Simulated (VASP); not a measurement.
# MnSi7C8 (F-43m) in VASP: single point with PBEsol+U

Aim: the single point of MnSi7C8 with PBEsol+U.

Program: VASP 6.6.1. These are calculated values, not measurements. Logs are shortened: lines on timing, memory, paths and dates and some standing lists are left out, and cuts for length are marked.

## 1. The cell of the first run

The structure is cubic, space group F-43m (No. 216). The conventional cell has a = 8.716 Å, b = 8.716 Å, c = 8.716 Å, α = 90.00°, β = 90.00°, γ = 90.00°. Mn (site symmetry -43m) has 4 C at 1.97 Å within 2.6 Å. Within 2.5 Å of Si (site symmetry 2mm) lie 4 C at 1.87 to 1.88 Å. Si (site symmetry -43m) has 4 C at 1.89 Å within 2.5 Å. C (site symmetry 3m) has 3 Si at 1.87 Å and 1 Mn at 1.97 Å within 2.5 Å. C (site symmetry 3m) has 4 Si at 1.88 to 1.89 Å within 2.5 Å.

## 2. Single point, PBEsol+U, collinear spin, ferromagnetic start

INCAR

```
PREC     = Accurate       # precision mode
ENCUT    = 520            # plane-wave cutoff, eV
EDIFF    = 1E-6           # SCF threshold, eV
ISMEAR   = 0              # smearing method
SIGMA    = 0.05           # smearing width, eV
LREAL    = Auto         
LASPH    = True           # aspherical terms in the spheres
NELM     = 150            # most SCF steps
ALGO     = Normal         # electronic algorithm
ISIF     = 2              # what is computed and relaxed
LWAVE    = False          # write WAVECAR
LCHARG   = False          # write CHGCAR
ISPIN    = 2              # spin polarisation
MAGMOM   = 3 0 0 0 0 0 0 0 0 0 0 0 0 0 0 0 # initial moments
LORBIT   = 11             # projections on sites
LMAXMIX  = 4              # l up to which the mixer works
LDAU     = True           # DFT+U
LDAUTYPE = 2            
LDAUL    = 2 -1 -1        # shell
LDAUU    = 3.5 0 0        # U, eV
LDAUJ    = 0 0 0        
LDAUPRINT= 1            
GGA      = PS             # functional
NBANDS   = 54             # bands
```

KPOINTS

```
Automatic mesh
0
Gamma
  3 3 3
```

POSCAR

```
MnSi7C8
1.0
    0.0000000000      4.3580000000      4.3580000000
    4.3580000000      0.0000000000      4.3580000000
    4.3580000000      4.3580000000      0.0000000000
Mn Si C
1 7 8
Direct
    0.0000000000      0.0000000000      0.0000000000
   -0.0011722151     -0.0011722151      0.5011722151
   -0.0011722151      0.5011722151     -0.0011722151
   -0.0011722151      0.5011722151      0.5011722151
    0.5011722151     -0.0011722151     -0.0011722151
    0.5011722151     -0.0011722151      0.5011722151
    0.5011722151      0.5011722151     -0.0011722151
    0.5000000000      0.5000000000      0.5000000000
    0.1304116123      0.1304116123      0.1304116123
    0.1304116123      0.1304116123      0.6087651631
    0.1304116123      0.6087651631      0.1304116123
    0.1252462076      0.6249179308      0.6249179308
    0.6087651631      0.1304116123      0.1304116123
    0.6249179308      0.1252462076      0.6249179308
    0.6249179308      0.6249179308      0.1252462076
    0.6249179308      0.6249179308      0.6249179308
```

Potentials or basis: VASP PAW PBE potentials, release 64 (Mn_pv, Si, C).

On the command line:

```
$ cat potpaw_PBE.64/Mn_pv/POTCAR potpaw_PBE.64/Si/POTCAR potpaw_PBE.64/C/POTCAR > POTCAR
$ mpirun -np 1 vasp_std > vasp.out
```

OUTCAR:

```text
PREC = Accurate
   ENCUT = 520
   EDIFF = 1E-6
   ISMEAR = 0
   LREAL = Auto
   LASPH = True
   NELM = 150
   ISIF = 2
   ISPIN = 2
   LORBIT = 11
   GGA = PS

 ion  position               nearest neighbor table
   1  0.000  0.000  0.000-  10 1.97  11 1.97  13 1.97   9 1.97   4 3.08   7 3.08   2 3.08   4 3.08
                             6 3.08   2 3.08   3 3.08   5 3.08   5 3.08   6 3.08   7 3.08   3 3.08
   2  0.999  0.999  0.501-   9 1.87  10 1.87  12 1.88  14 1.88   3 3.07   4 3.07   5 3.07   6 3.07
                             1 3.08   8 3.08   8 3.08   1 3.08   6 3.10   3 3.10   5 3.10   4 3.10
   3  0.999  0.501  0.999-   9 1.87  11 1.87  12 1.88  15 1.88   2 3.07   4 3.07   5 3.07   7 3.07
                             1 3.08   8 3.08   8 3.08   1 3.08   4 3.10   7 3.10   2 3.10   5 3.10
   4  0.999  0.501  0.501-  10 1.87  11 1.87  16 1.88  12 1.88   2 3.07   3 3.07   6 3.07   7 3.07
                             8 3.08   8 3.08   1 3.08   1 3.08   6 3.10   3 3.10   7 3.10   2 3.10
   5  0.501  0.999  0.999-   9 1.87  13 1.87  14 1.88  15 1.88   2 3.07   3 3.07   6 3.07   7 3.07
                             1 3.08   8 3.08   8 3.08   1 3.08   6 3.10   3 3.10   2 3.10   7 3.10
   6  0.501  0.999  0.501-  10 1.87  13 1.87  16 1.88  14 1.88   2 3.07   4 3.07   5 3.07   7 3.07
                             8 3.08   8 3.08   1 3.08   1 3.08   5 3.10   4 3.10   7 3.10   2 3.10
   7  0.501  0.501  0.999-  11 1.87  13 1.87  16 1.88  15 1.88   3 3.07   4 3.07   5 3.07   6 3.07
                             8 3.08   8 3.08   1 3.08   1 3.08   5 3.10   4 3.10   6 3.10   3 3.10
   8  0.500  0.500  0.500-  12 1.89  14 1.89  15 1.89  16 1.89   6 3.08   7 3.08   4 3.08   3 3.08
                             5 3.08   7 3.08   2 3.08   5 3.08   6 3.08   2 3.08   3 3.08   4 3.08
   9  0.130  0.130  0.130-   2 1.87   3 1.87   5 1.87   1 1.97
  10  0.130  0.130  0.609-   4 1.87   6 1.87   2 1.87   1 1.97
  11  0.130  0.609  0.130-   4 1.87   7 1.87   3 1.87   1 1.97
  12  0.125  0.625  0.625-   2 1.88   3 1.88   4 1.88   8 1.89
  13  0.609  0.130  0.130-   6 1.87   7 1.87   5 1.87   1 1.97
  14  0.625  0.125  0.625-   2 1.88   5 1.88   6 1.88   8 1.89
  15  0.625  0.625  0.125-   3 1.88   5 1.88   7 1.88   8 1.89
  16  0.625  0.625  0.625-   4 1.88   6 1.88   7 1.88   8 1.89

  LATTYP: Found a face centered cubic cell.
 ALAT       =     8.7160000000

  Lattice vectors:

 A1 = (   0.0000000000,   4.3580000000,   4.3580000000)
 A2 = (   4.3580000000,   0.0000000000,   4.3580000000)
 A3 = (   4.3580000000,   4.3580000000,   0.0000000000)

Analysis of symmetry for initial positions (statically):
=====================================================================
 Subroutine PRICEL returns:
 Original cell was already a primitive cell.

 Routine SETGRP: Setting up the symmetry group for a
 face centered cubic supercell.

 Subroutine GETGRP returns: Found 24 space group operations
 (whereof 24 operations were pure point group operations)
 out of a pool of 48 trial point group operations.

The static configuration has the point symmetry T_d .

Analysis of symmetry for dynamics (positions and initial velocities):
=====================================================================
 Subroutine PRICEL returns:
 Original cell was already a primitive cell.

 Routine SETGRP: Setting up the symmetry group for a
 face centered cubic supercell.

 Subroutine GETGRP returns: Found 24 space group operations
 (whereof 24 operations were pure point group operations)
 out of a pool of 48 trial point group operations.

The dynamic configuration has the point symmetry T_d .

Analysis of structural, dynamic, and magnetic symmetry:
=====================================================================
 Subroutine PRICEL returns:
 Original cell was already a primitive cell.

 Routine SETGRP: Setting up the symmetry group for a
 face centered cubic supercell.

 Subroutine GETGRP returns: Found 24 space group operations
 (whereof 24 operations were pure point group operations)
 out of a pool of 48 trial point group operations.

The overall configuration has the point symmetry T_d .

 Subroutine INISYM returns: Found 24 space group operations
 (whereof 24 operations are pure point group operations),
 and found     1 'primitive' translations

----------------------------------------------------------------------------------------

                                     Primitive cell

  volume of cell :     165.5357

  direct lattice vectors                    reciprocal lattice vectors
[... 121 lines left out ...]
   U (eV)           for each species LDAUU =   3.5  0.0  0.0
   J (eV)           for each species LDAUJ =   0.0  0.0  0.0
   GGA     = PS    functional components
   LHFCALC =     F    Hartree Fock is set to
   AEXX    =    0.0000 exact exchange contribution
   IVDW    =     0    specifies the selected vdW correction
   LEPSILON=     F    determine dielectric tensor
   LRPA    =     F    only Hartree local field effects (RPA)
 spin polarized calculation
 Gauss-broadening in eV      SIGMA  =   0.05
  energy-cutoff  :      520.00
  volume of cell :      165.54
 maximum number of plane-waves:      4477
 NGX is ok and might be reduce to    48
   NGX = 23   NGY = 23   NGZ = 23

atom =   1  type =  1  l = 2

 onsite density matrix

spin component  1

  0.7956  0.0000 -0.0000 -0.0000  0.0000
  0.0000  0.7956 -0.0000 -0.0000 -0.0000
 -0.0000 -0.0000  0.9276  0.0000 -0.0000
 -0.0000 -0.0000  0.0000  0.7956 -0.0000
  0.0000 -0.0000 -0.0000 -0.0000  0.9276

spin component  2

  0.2532 -0.0000  0.0000  0.0000 -0.0000
 -0.0000  0.2532  0.0000 -0.0000  0.0000
  0.0000  0.0000  0.0525 -0.0000  0.0000
  0.0000 -0.0000 -0.0000  0.2532  0.0000
 -0.0000  0.0000  0.0000  0.0000  0.0525

 occupancies and eigenvectors

  o =  0.0525  v =  0.0000  0.0000  0.0000  0.0000  0.0000 -0.0000  0.0000  0.9998  0.0000 -0.0176      0.0000  0.0000  0.0000  0.0000  0.0000  0.0000  0.0000  0.0000  0.0000  0.0000
  o =  0.0525  v =  0.0000  0.0000  0.0000  0.0000  0.0000 -0.0000 -0.0000  0.0176 -0.0000  0.9998      0.0000  0.0000  0.0000  0.0000  0.0000  0.0000  0.0000  0.0000  0.0000  0.0000
  o =  0.2532  v =  0.0000  0.0000  0.0000  0.0000  0.0000  0.9993  0.0226  0.0000 -0.0283  0.0000      0.0000  0.0000  0.0000  0.0000  0.0000  0.0000  0.0000  0.0000  0.0000  0.0000
  o =  0.2532  v =  0.0000  0.0000  0.0000  0.0000  0.0000  0.0326 -0.2171 -0.0000  0.9756  0.0000      0.0000  0.0000  0.0000  0.0000  0.0000  0.0000  0.0000  0.0000  0.0000  0.0000
  o =  0.2532  v =  0.0000  0.0000  0.0000  0.0000  0.0000  0.0159 -0.9759  0.0000 -0.2176 -0.0000      0.0000  0.0000  0.0000  0.0000  0.0000  0.0000  0.0000  0.0000  0.0000  0.0000
  o =  0.7956  v =  0.0000 -0.8025  0.0000  0.5966 -0.0000  0.0000  0.0000  0.0000  0.0000  0.0000      0.0000  0.0000  0.0000  0.0000  0.0000  0.0000  0.0000  0.0000  0.0000  0.0000
  o =  0.7956  v =  0.0000 -0.5966  0.0000 -0.8025 -0.0000  0.0000  0.0000  0.0000  0.0000  0.0000      0.0000  0.0000  0.0000  0.0000  0.0000  0.0000  0.0000  0.0000  0.0000  0.0000
  o =  0.7956  v =  1.0000  0.0000  0.0000  0.0000  0.0000  0.0000  0.0000  0.0000  0.0000  0.0000      0.0000  0.0000  0.0000  0.0000  0.0000  0.0000  0.0000  0.0000  0.0000  0.0000
  o =  0.9276  v =  0.0000 -0.0000  0.0003 -0.0000  1.0000  0.0000  0.0000  0.0000  0.0000  0.0000      0.0000  0.0000  0.0000  0.0000  0.0000  0.0000  0.0000  0.0000  0.0000  0.0000
  o =  0.9276  v =  0.0000 -0.0000 -1.0000 -0.0000  0.0003  0.0000  0.0000  0.0000  0.0000  0.0000      0.0000  0.0000  0.0000  0.0000  0.0000  0.0000  0.0000  0.0000  0.0000  0.0000

 number of electron      73.0000015 magnetization       3.0002965

 Free energy of the ion-electron system (eV)
  ---------------------------------------------------
  ext. energy  EPLUGINS =         0.00000000
  ---------------------------------------------------
  free energy    TOTEN  =      -125.61835210 eV

  energy without entropy =     -125.61593922  energy(sigma->0) =     -125.61714566

 E-fermi :   8.5072     XC(G=0): -11.6123

 val. band max:        8.3748330377   @ k =   0.3333   0.3333   0.0000
 cond. band min:       8.5561259368   @ k =  -0.3333   0.3333   0.0000
 fundamental gap:      0.1812928991
 Fermi energy:         8.5072401070

 spin component 1

 k-point     1 :       0.0000    0.0000    0.0000
  band No.  band energies     occupation
      1     -41.1154      1.00000
      2     -41.1154      1.00000
      3     -41.1154      1.00000
      4      -7.3467      1.00000
      5      -3.9158      1.00000
      6      -3.9158      1.00000
[... 193 lines left out ...]
     47      13.8219      0.00000
     48      15.3953      0.00000
 Fermi energy:         8.5072401070

 spin component 2

 k-point     1 :       0.0000    0.0000    0.0000
  band No.  band energies     occupation
      1     -37.4907      1.00000
      2     -37.4907      1.00000
      3     -37.4907      1.00000
      4      -7.3638      1.00000
      5      -3.9358      1.00000
      6      -3.9358      1.00000
[... 193 lines left out ...]
     47      14.1792      0.00000
     48      15.4225      0.00000
 [bands above 48 left out]

------------------------ aborting loop because EDIFF is reached ----------------------------------------

  FORCE on cell =-STRESS in cart. coord.  units (eV):
  Direction    XX          YY          ZZ          XY          YZ          ZX
  --------------------------------------------------------------------------------------
  -------------------------------------------------------------------------------------
  Total        4.6980932      4.6980932      4.6980932     -0.0000000      0.0000000      0.0000000
  in kB       45.4716311     45.4716311     45.4716311     -0.0000000      0.0000000      0.0000000
  external PRESSURE =      45.4716311 kB  Pullay stress =       0.0000000 kB

 VOLUME and BASIS-vectors are now :
 -----------------------------------------------------------------------------
  energy-cutoff  :      520.00
  volume of cell :      165.54
      direct lattice vectors                 reciprocal lattice vectors
     0.000000000  4.358000000  4.358000000    -0.114731528  0.114731528  0.114731528
     4.358000000  0.000000000  4.358000000     0.114731528 -0.114731528  0.114731528
     4.358000000  4.358000000  0.000000000     0.114731528  0.114731528 -0.114731528

 POSITION                                       TOTAL-FORCE (eV/Angst)
 -----------------------------------------------------------------------------------
      0.00000      0.00000      0.00000         0.000000      0.000000      0.000000
      6.53700      6.53700      8.70578         0.000000      0.000000     -0.003248
      6.53700      8.70578      6.53700         0.000000     -0.003248      0.000000
      4.36822      6.53700      6.53700         0.003248      0.000000      0.000000
      8.70578      6.53700      6.53700        -0.003248      0.000000      0.000000
      6.53700      4.36822      6.53700         0.000000      0.003248      0.000000
[... 8 lines left out ...]
      3.26922      3.26922      5.44678         0.000208      0.000208     -0.000208
      5.44678      5.44678      5.44678        -0.000208     -0.000208     -0.000208
 -----------------------------------------------------------------------------------
    total drift:                                0.000002      0.000002      0.000002

  FREE ENERGIE OF THE ION-ELECTRON SYSTEM (eV)
  ---------------------------------------------------
  free  energy   TOTEN  =      -125.6183521009 eV

  energy  without entropy=     -125.6159392203  energy(sigma->0) =     -125.61714566

 total charge

# of ion       s       p       d       tot
------------------------------------------
    1        0.423   6.363   5.075  11.862
    2        0.709   0.984   0.000   1.692
    3        0.709   0.984   0.000   1.692
    4        0.709   0.984   0.000   1.692
    5        0.709   0.984   0.000   1.692
    6        0.709   0.984   0.000   1.692
[... 8 lines left out ...]
   15        0.833   1.704   0.000   2.538
   16        0.833   1.704   0.000   2.538
--------------------------------------------------
tot         12.151  26.677   5.075  43.904

 magnetization (x)

# of ion       s       p       d       tot
------------------------------------------
    1        0.026  -0.004   3.372   3.394
    2        0.006   0.010   0.000   0.016
    3        0.006   0.010   0.000   0.016
    4        0.006   0.010   0.000   0.016
    5        0.006   0.010   0.000   0.016
    6        0.006   0.010   0.000   0.016
[... 8 lines left out ...]
   15       -0.000  -0.002   0.000  -0.002
   16       -0.000  -0.002   0.000  -0.002
--------------------------------------------------
tot          0.044  -0.419   3.372   2.997
```

Run time: 6.3 min. Hardware: 1 thread of AMD EPYC 7R13, shared host; peak memory 0.38 GiB.

Results:

```yaml
Free_energy: -125.6184 eV
Pressure: 4.5 GPa
Largest_force: 0.113 eV/Å
Band_gap_on_the_k_mesh: zero (filled and empty bands overlap)
Net_moment: 3.00 μB per cell
Site_moments: Mn +3.39; Si +0.02, +0.00 (each value once); C -0.12, -0.00 (each value once) μB
Valence_electrons_inside_the_program's_atomic_spheres: Mn 11.86; Si 1.69, 1.68 (each value once); C 2.51, 2.54 (each value once)
```

Forces in eV/Å, atoms in the order of the input:
```
Mn   0.000  0.000  0.000
Si   0.000  0.000 -0.003
Si   0.000 -0.003  0.000
Si   0.003  0.000  0.000
Si  -0.003  0.000  0.000
Si   0.000  0.003  0.000
Si   0.000  0.000  0.003
Si   0.000  0.000  0.000
C   -0.065 -0.065 -0.065
C    0.065  0.065 -0.065
C    0.065 -0.065  0.065
C    0.000  0.000  0.000
C   -0.065  0.065  0.065
C    0.000  0.000  0.000
C    0.000  0.000  0.000
C    0.000  0.000  0.000
```

Eigenvalues of the final occupation matrices:
```tsv
site	spin	trace	eigenvalues
site 1 d	1	4.24	0.80 0.80 0.80 0.93 0.93
site 1 d	2	0.86	0.05 0.05 0.25 0.25 0.25
```

Caveat: the k points lie up to 0.42 Å⁻¹ apart, too coarse for converged energies and pressures of a metal; the PAW data sets were made with another functional, which shifts forces and pressure a little; the U is typed as a test and isn't derived for this compound. The state reached can hang on the start; a lower one may exist.
